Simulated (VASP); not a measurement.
# SnB18N17 (a cell with a defect) in VASP: single point with PBE

Aim: the single point of SnB18N17 (a cell with a defect) with PBE.

Program: VASP 6.6.1. These are calculated values, not measurements. Logs are shortened: lines on timing, memory, paths and dates and some standing lists are left out, and cuts for length are marked.

### Step 1. The cell of the first run

The cell holds a defect, 36 atoms: a = 7.495 Å, b = 7.495 Å, c = 6.636 Å, α = 90.00°, β = 90.00°, γ = 120.00°.

### Step 2. Single point, PBE

File INCAR:

```
PREC     = Accurate       # precision mode
ENCUT    = 520            # plane-wave cutoff, eV
EDIFF    = 1E-7           # SCF threshold, eV
ISMEAR   = -1             # smearing method
SIGMA    = 0.01           # smearing width, eV
LREAL    = Auto         
LASPH    = True           # aspherical terms in the spheres
NELM     = 60             # most SCF steps
ALGO     = Normal         # electronic algorithm
ISIF     = 2              # what is computed and relaxed
LWAVE    = False          # write WAVECAR
LCHARG   = False          # write CHGCAR
GGA      = PE             # functional
NBANDS   = 100            # bands
NELECT   = 154.0
```

File KPOINTS:

```
regular mesh
0
Gamma
  3 3 3
```

File POSCAR:

```
SnB18N17
1.0
    7.4947200001      0.0000000000      0.0000000000
   -3.7473600000      6.4906179143      0.0000000000
    0.0000000000      0.0000000000      6.6357000000
B Sn N
18 1 17
Direct
    0.1111111111      0.2222222222      0.2500000000
    0.1115461628      0.5553074812      0.2500000000
    0.1115461628      0.8895720149      0.2500000000
    0.4437613184      0.2217871705      0.2500000000
    0.4437613184      0.5553074812      0.2500000000
    0.4444444444      0.8888888889      0.2500000000
    0.7780258521      0.2217871705      0.2500000000
    0.7777777778      0.5555555556      0.2500000000
    0.7780258521      0.8895720149      0.2500000000
    0.2512284345      0.0821048989      0.7500000000
    0.2512284345      0.5024568689      0.7500000000
    0.2224510094      0.7778921714      0.7500000000
    0.5554411620      0.1108823239      0.7500000000
    0.5585007492      0.4459170413      0.7500000000
    0.5554411620      0.7778921714      0.7500000000
    0.8308764644      0.0821048989      0.7500000000
    0.8874162921      0.4459170413      0.7500000000
    0.8874162921      0.7748325842      0.7500000000
    0.1111111111      0.2222222222      0.7500000000
    0.1084494523      0.5688764609      0.7500000000
    0.1084494523      0.8729063247      0.7500000000
    0.4604270086      0.2248838811      0.7500000000
    0.4604270086      0.5688764609      0.7500000000
    0.4444444444      0.8888888889      0.7500000000
    0.7644568725      0.2248838811      0.7500000000
    0.7777777778      0.5555555556      0.7500000000
    0.7644568725      0.8729063247      0.7500000000
    0.2227943551      0.1105389783      0.2500000000
    0.2227943551      0.4455887101      0.2500000000
    0.2223242062      0.7778287698      0.2500000000
    0.5555045636      0.1110091271      0.2500000000
    0.5555696771      0.4444515052      0.2500000000
    0.5555045636      0.7778287698      0.2500000000
    0.8877446232      0.1105389783      0.2500000000
    0.8888818281      0.4444515052      0.2500000000
    0.8888818281      0.7777636562      0.2500000000
```

Potentials or basis: VASP PAW PBE potentials, release 64 (B, Sn_d, N).

Run with:

```console
$ cat potpaw_PBE.64/B/POTCAR potpaw_PBE.64/Sn_d/POTCAR potpaw_PBE.64/N/POTCAR > POTCAR
$ mpirun -np 1 vasp_std > vasp.out
```

OUTCAR:

```text
PREC = Accurate
   ENCUT = 520
   EDIFF = 1E-7
   ISMEAR = -1
   LREAL = Auto
   LASPH = True
   NELM = 60
   ISIF = 2
   GGA = PE
   NELECT = 154.0

 ion  position               nearest neighbor table
   1  0.111  0.222  0.250-  29 1.45  28 1.45  34 1.45
   2  0.112  0.555  0.250-  29 1.43  30 1.44  35 1.45
   3  0.112  0.890  0.250-  28 1.43  30 1.44  36 1.45
   4  0.444  0.222  0.250-  28 1.43  31 1.44  32 1.45
   5  0.444  0.555  0.250-  29 1.43  33 1.44  32 1.45
   6  0.444  0.889  0.250-  31 1.44  30 1.44  33 1.44
   7  0.778  0.222  0.250-  34 1.43  31 1.44  35 1.45
   8  0.778  0.556  0.250-  36 1.44  35 1.44  32 1.44
   9  0.778  0.890  0.250-  34 1.43  33 1.44  36 1.45
  10  0.251  0.082  0.750-  22 1.39  21 1.39  19 1.82
  11  0.251  0.502  0.750-  23 1.39  20 1.39  19 1.82
  12  0.222  0.778  0.750-  21 1.36  20 1.36  24 1.44
  13  0.555  0.111  0.750-  25 1.36  22 1.36  24 1.44
  14  0.559  0.446  0.750-  26 1.42  22 1.44  23 1.44  19 2.90
  15  0.555  0.778  0.750-  23 1.36  27 1.36  24 1.44
  16  0.831  0.082  0.750-  25 1.39  27 1.39  19 1.82
  17  0.887  0.446  0.750-  26 1.42  25 1.44  20 1.44  19 2.90
  18  0.887  0.775  0.750-  26 1.42  27 1.44  21 1.44  19 2.90
  19  0.111  0.222  0.750-  11 1.82  10 1.82  16 1.82  27 2.61  25 2.61  22 2.61  20 2.61  21 2.61
                            23 2.61  18 2.90  17 2.90  14 2.90
  20  0.108  0.569  0.750-  12 1.36  11 1.39  17 1.44  19 2.61
  21  0.108  0.873  0.750-  12 1.36  10 1.39  18 1.44  19 2.61
  22  0.460  0.225  0.750-  13 1.36  10 1.39  14 1.44  19 2.61
  23  0.460  0.569  0.750-  15 1.36  11 1.39  14 1.44  19 2.61
  24  0.444  0.889  0.750-  13 1.44  12 1.44  15 1.44
  25  0.764  0.225  0.750-  13 1.36  16 1.39  17 1.44  19 2.61
  26  0.778  0.556  0.750-  18 1.42  17 1.42  14 1.42
  27  0.764  0.873  0.750-  15 1.36  16 1.39  18 1.44  19 2.61
  28  0.223  0.111  0.250-   4 1.43   3 1.43   1 1.45
  29  0.223  0.446  0.250-   5 1.43   2 1.43   1 1.45
  30  0.222  0.778  0.250-   6 1.44   3 1.44   2 1.44
  31  0.556  0.111  0.250-   6 1.44   7 1.44   4 1.44
  32  0.556  0.444  0.250-   8 1.44   4 1.45   5 1.45
  33  0.556  0.778  0.250-   6 1.44   9 1.44   5 1.44
  34  0.888  0.111  0.250-   7 1.43   9 1.43   1 1.45
  35  0.889  0.444  0.250-   8 1.44   7 1.45   2 1.45
  36  0.889  0.778  0.250-   8 1.44   9 1.45   3 1.45

  LATTYP: Found a hexagonal cell.
 ALAT       =     7.4947200001
 C/A-ratio  =     0.8853833098

  Lattice vectors:

 A1 = (   7.4947200001,   0.0000000000,   0.0000000000)
 A2 = (  -3.7473600000,   6.4906179143,   0.0000000000)
 A3 = (   0.0000000000,   0.0000000000,   6.6357000000)

Analysis of symmetry for initial positions (statically):
=====================================================================
 Subroutine PRICEL returns:
 Original cell was already a primitive cell.

 Routine SETGRP: Setting up the symmetry group for a
 hexagonal supercell.

 Subroutine GETGRP returns: Found 12 space group operations
 (whereof  2 operations were pure point group operations)
 out of a pool of 24 trial point group operations.

The static configuration has the point symmetry C_1h.
 The point group associated with its full space group is D_3h.

Analysis of symmetry for dynamics (positions and initial velocities):
=====================================================================
 Subroutine PRICEL returns:
 Original cell was already a primitive cell.

 Routine SETGRP: Setting up the symmetry group for a
 hexagonal supercell.

 Subroutine GETGRP returns: Found 12 space group operations
 (whereof  2 operations were pure point group operations)
 out of a pool of 24 trial point group operations.

The dynamic configuration has the point symmetry C_1h.
 The point group associated with its full space group is D_3h.

 Subroutine INISYM returns: Found 12 space group operations
 (whereof  2 operations are pure point group operations),
 and found     1 'primitive' translations

----------------------------------------------------------------------------------------

                                     Primitive cell

  volume of cell :     322.7960

  direct lattice vectors                    reciprocal lattice vectors
     7.494720000  0.000000000  0.000000000     0.133427266  0.077034268  0.000000000
    -3.747360000  6.490617914  0.000000000     0.000000000  0.154068536  0.000000000
[... 80 lines left out ...]
                36          36

----------------------------------------------------------------------------------------

 KPOINTS: regular mesh

Automatic generation of k-mesh.
 Grid dimensions read from file:
 generate k-points for:    3    3    3

 Generating k-lattice:

  Cartesian coordinates                     Fractional coordinates (reciprocal lattice)
     0.044475755  0.025678089  0.000000000     0.333333333  0.000000000  0.000000000
     0.000000000  0.051356179  0.000000000     0.000000000  0.333333333  0.000000000
     0.000000000  0.000000000  0.050233334     0.000000000  0.000000000  0.333333333

  Length of vectors
     0.051356179  0.051356179  0.050233334

  Shift w.r.t. Gamma in fractional coordinates (k-lattice)
     0.000000000  0.000000000  0.000000000

 Subroutine IBZKPT returns following result:
 ===========================================

 Found      6 irreducible k-points:

 Following reciprocal coordinates:
            Coordinates               Weight
  0.000000  0.000000  0.000000      1.000000
  0.333333 -0.000000  0.000000      6.000000
  0.333333  0.333333  0.000000      2.000000
  0.000000  0.000000  0.333333      2.000000
  0.333333 -0.000000  0.333333     12.000000
  0.333333  0.333333  0.333333      4.000000
   k-points           NKPTS =      6   k-points in BZ     NKDIM =      6   number of bands    NBANDS=    100
   number of dos      NEDOS =    301   number of ions     NIONS =     36
   total plane-waves  NPLWV = 156800
   dimension x,y,z NGX =    56 NGY =   56 NGZ =   50
   dimension x,y,z NGXF=   112 NGYF=  112 NGZF=  100
   ions per type =              18   1  17
   NGX,Y,Z   is equivalent  to a cutoff of  12.42, 12.42, 12.53 a.u.
   NGXF,Y,Z  is equivalent  to a cutoff of  24.84, 24.84, 25.05 a.u.
 SYSTEM =  unknown system
   PREC   = accura    normal or accurate (medium, high low for compatibility)
   ISTART =      0    job   : 0-new  1-cont  2-samecut
   ICHARG =      2    charge: 1-file 2-atom 10-const
   ISPIN  =      1    spin polarized calculation?
   LNONCOLLINEAR =      F non collinear calculations
   LSORBIT =      F    spin-orbit coupling
   LASPH  =      T    aspherical Exc in radial PAW
   ENCUT  =  520.0 eV  38.22 Ry    6.18 a.u.  13.94 13.94 12.34*2*pi/ulx,y,z
   NELM   =     60;   NELMIN=  2; NELMDL= -5     # of ELM steps
   EDIFF  = 0.1E-06   stopping-criterion for ELM
   LREAL  =      T    real-space projection
   EDIFFG = 0.1E-05   stopping-criterion for IOM
   NSW    =      0    number of steps for IOM
   IBRION =     -1    ionic relax: 0-MD 1-quasi-New 2-CG
   NFREE  =      0    steps in history (QN), initial steepest desc. (CG)
   ISIF   =      2    stress and relaxation
   ISYM   =      2    0-nonsym 1-usesym 2-fastsym
   POTIM  = 0.5000    time-step for ionic-motion
   TEBEG  =    0.0;   TEEND  =   0.0 temperature during run
   PSTRESS=    0.0 pullay stress
   NELECT =     154.0000    total number of electrons
   NUPDOWN=      -1.0000    fix difference up-down
   EMIN   =  10.00;   EMAX   =-10.00  energy-range for DOS
   EFERMI =   0.00;   METHOD = LEGACY
   ISMEAR =    -1;   SIGMA  =   0.01  broadening in eV -4-tet -1-fermi 0-gaus
   EFERMI_NEDOS =   21; number of points for ismear=-14 and -15
   IALGO  =     38    algorithm
   IMIX   =      4    mixing-type and parameters
     AMIX     =   0.40;   BMIX     =  1.00
     AMIX_MAG =   1.60;   BMIX_MAG =  1.00
  volume/ion in A,a.u.               =       8.97        60.51
  Fermi-wavevector in a.u.,A,eV,Ry     =   1.279202  2.417341 22.263986  1.636357
  Thomas-Fermi vector in A             =   2.411701
   LORBIT       =      0    0 simple, 1 ext, 2 COOP (PROOUT), +10 PAW based schemes
   GGA     = PE    functional components
   LHFCALC =     F    Hartree Fock is set to
   AEXX    =    0.0000 exact exchange contribution
   IVDW    =     0    specifies the selected vdW correction
   LEPSILON=     F    determine dielectric tensor
   LRPA    =     F    only Hartree local field effects (RPA)
 non-spin polarized calculation
  energy-cutoff  :      520.00
  volume of cell :      322.80
 maximum number of plane-waves:      8725
 NGX is ok and might be reduce to    56
   NGX = 27   NGY = 27   NGZ = 25

 number of electron     153.9999985 magnetization

 Free energy of the ion-electron system (eV)
  ---------------------------------------------------
  ext. energy  EPLUGINS =         0.00000000
  ---------------------------------------------------
  free energy    TOTEN  =      -286.92625368 eV

  energy without entropy =     -286.92625368  energy(sigma->0) =     -286.92625368

 E-fermi :   6.6545     XC(G=0): -10.3642

 val. band max:        6.4323126615   @ k =   0.0000   0.0000   0.3333
 cond. band min:       6.8731558710   @ k =   0.3333   0.3333   0.0000
 fundamental gap:      0.4408432095
 Fermi energy:         6.6544558154

 k-point     1 :       0.0000    0.0000    0.0000
  band No.  band energies     occupation
      1     -15.2274      2.00000
      2     -14.9455      2.00000
      3     -14.2791      2.00000
      4     -14.2789      2.00000
      5     -13.8518      2.00000
      6     -13.6420      2.00000
[... 541 lines left out ...]
     88       9.6783      0.00000
     89      10.0577      0.00000
 [bands above 89 left out]

------------------------ aborting loop because EDIFF is reached ----------------------------------------

  FORCE on cell =-STRESS in cart. coord.  units (eV):
  Direction    XX          YY          ZZ          XY          YZ          ZX
  --------------------------------------------------------------------------------------
  -------------------------------------------------------------------------------------
  Total       91.2934514     91.2934514     17.3932047      0.0000000      0.0000000      0.0000000
  in kB      453.1291576    453.1291576     86.3300499      0.0000000      0.0000000      0.0000000
  external PRESSURE =     330.8627884 kB  Pullay stress =       0.0000000 kB

 VOLUME and BASIS-vectors are now :
 -----------------------------------------------------------------------------
  energy-cutoff  :      520.00
  volume of cell :      322.80
      direct lattice vectors                 reciprocal lattice vectors
     7.494720000  0.000000000  0.000000000     0.133427266  0.077034268  0.000000000
    -3.747360000  6.490617914  0.000000000     0.000000000  0.154068536  0.000000000
     0.000000000  0.000000000  6.635700000     0.000000000  0.000000000  0.150700002

 POSITION                                       TOTAL-FORCE (eV/Angst)
 -----------------------------------------------------------------------------------
      0.00000      1.44236      1.65892        -0.000000     -0.000000      0.000000
     -1.24493      3.60429      1.65892        -0.001795      0.000078      0.000000
     -2.49754      5.77387      1.65892        -0.000830     -0.001594      0.000000
      2.49475      1.43954      1.65892         0.000965      0.001516      0.000000
      1.24493      3.60429      1.65892         0.001795      0.000078     -0.000000
     -0.00000      5.76944      1.65892        -0.000000     -0.000000      0.000000
[... 28 lines left out ...]
      4.99640      2.88476      1.65892        -0.000722      0.000417      0.000000
      3.74736      5.04817      1.65892        -0.000000     -0.000834      0.000000
 -----------------------------------------------------------------------------------
    total drift:                               -0.000004     -0.000022      0.000000

  FREE ENERGIE OF THE ION-ELECTRON SYSTEM (eV)
  ---------------------------------------------------
  free  energy   TOTEN  =      -286.9262536808 eV

  energy  without entropy=     -286.9262536808  energy(sigma->0) =     -286.92625368
```

Wall time 5.4 min (1 thread of AMD EPYC 7R13 (Zen 3), shared host); peak memory 0.42 GiB.

What came out:

```
Free energy   : -286.9263 eV
Largest force : 0.157 eV/Å
```

Forces in eV/Å, atoms in the order of the input:
```
B    0.000  0.000  0.000
B   -0.002  0.000  0.000
B   -0.001 -0.002  0.000
B    0.001  0.002  0.000
B    0.002  0.000  0.000
B    0.000  0.000  0.000
B   -0.001  0.002  0.000
B    0.000  0.000  0.000
B    0.001 -0.002  0.000
B   -0.136  0.078  0.000
B    0.000 -0.157  0.000
B    0.003  0.002  0.000
B    0.000 -0.003  0.000
B   -0.016 -0.009  0.000
B   -0.003  0.002  0.000
B    0.136  0.078  0.000
B    0.016 -0.009  0.000
B    0.000  0.018  0.000
Sn   0.000  0.000  0.000
N   -0.006 -0.016  0.000
N   -0.017  0.003  0.000
N   -0.011  0.013  0.000
N    0.006 -0.016  0.000
N    0.000  0.000  0.000
N    0.011  0.013  0.000
N    0.000  0.000  0.000
N    0.017  0.003  0.000
N    0.001  0.000  0.000
N    0.000  0.001  0.000
N    0.000  0.000  0.000
N    0.000  0.000  0.000
N    0.001  0.000  0.000
N    0.000  0.000  0.000
N   -0.001  0.000  0.000
N   -0.001  0.000  0.000
N    0.000 -0.001  0.000
```

Levels at points of the mesh, in eV from the Fermi level:
```csv
k point,band 75,band 76,band 77,band 78,band 79,band 80
"(0.00, 0.00, 0.00)",-0.70,-0.26,-0.26,0.80,0.96,1.25
```

Caveat: the cell carries a net charge on a neutralising background, which shifts energy and pressure; the cell is charged against a uniform background, so pressure and absolute levels hang on convention; spin-orbit coupling is left out, which moves the levels of the heavy elements.
